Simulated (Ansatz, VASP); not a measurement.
# One calculation of Hf3F, two programs

File INCAR:

```
PREC     = Accurate       # precision mode
ENCUT    = 600            # plane-wave cutoff, eV
EDIFF    = 1E-7           # SCF threshold, eV
ISMEAR   = 0              # smearing method
SIGMA    = 0.1            # smearing width, eV
LREAL    = F              # projectors in reciprocal space
LASPH    = T              # aspherical terms in the spheres
NELM     = 80             # most SCF steps
ALGO     = Normal         # electronic algorithm
ISIF     = 3              # what is computed and relaxed
LWAVE    = F              # write WAVECAR
LCHARG   = F              # write CHGCAR
GGA      = PE             # functional
IBRION   = 2              # ionic algorithm
NSW      = 100            # ionic steps
EDIFFG   = -0.01          # ionic threshold
```

KPOINTS

```
Automatic mesh
0
Gamma
  12 12 12
```

The input POSCAR:

```
Hf3F
1.0
    4.3092786106      0.0000000000      0.0000000000
    0.0000000000      4.3092786106      0.0000000000
    0.0000000000      0.0000000000      4.3092786106
Hf F
3 1
Direct
    0.0000000000      0.5000000000      0.5000000000
    0.5000000000      0.0000000000      0.5000000000
    0.5000000000      0.5000000000      0.0000000000
    0.0000000000      0.0000000000      0.0000000000
```

Input for Ansatz:

```yaml
crystal:
  lattice:
    - [4.3092786106, 0.0, 0.0]
    - [0.0, 4.3092786106, 0.0]
    - [0.0, 0.0, 4.3092786106]
  atoms:
    - { symbol: Hf, position: [0.0, 0.5, 0.5] }
    - { symbol: Hf, position: [0.5, 0.0, 0.5] }
    - { symbol: Hf, position: [0.5, 0.5, 0.0] }
    - { symbol: F, position: [0.0, 0.0, 0.0] }
basis:
  ecutwfc: 420
kpoints:
  mp_grid: { grid: [12, 12, 12] }
hamiltonian:
  xc: pbe
scf:
  occupations: { method: gaussian, width: 0.1 }
output:
  forces: true
  stress: true
  eigenvalues: true
  write_density: true
  write_potential: true
  elf: true
  volumetric_format: npy
relax:
  adjacent_minimum: "off"
  f_tol: 0.01
  max_steps: 80
  cell: { stress_tol: 0.05 }
```

Alike in both runs: task relaxation of cell and atoms; functional PBE; k mesh 12 × 12 × 12; occupations gaussian, width 0.1 eV; no spin polarisation.

|  | VASP | Ansatz |
| --- | --- | --- |
| version | VASP 6.6.1 | Ansatz 0.2.0 |
| potentials or method | VASP PAW PBE potentials, release 64 (Hf_pv, F), cutoff 600 eV | scalar-relativistic, plane waves, PAW |
| valence electrons in the cell | 37 | 85 |

```tsv
	VASP	Ansatz	Ansatz less VASP
gap on the k mesh at the Fermi level, each at its own relaxed structure (eV)	none	none	-
relaxed volume (Å³/atom)	19.96	20.08	+0.124
relaxed cell length with the largest relative difference (Å)	4.306	4.315	+0.0089
```

A gap of «none» marks a metal or a gap that the smearing closes. VASP's potentials hold 37 valence electrons a cell and Ansatz's 85, so a difference there can come from the potentials and not from the codes.

Neither program's run includes spin-orbit coupling.
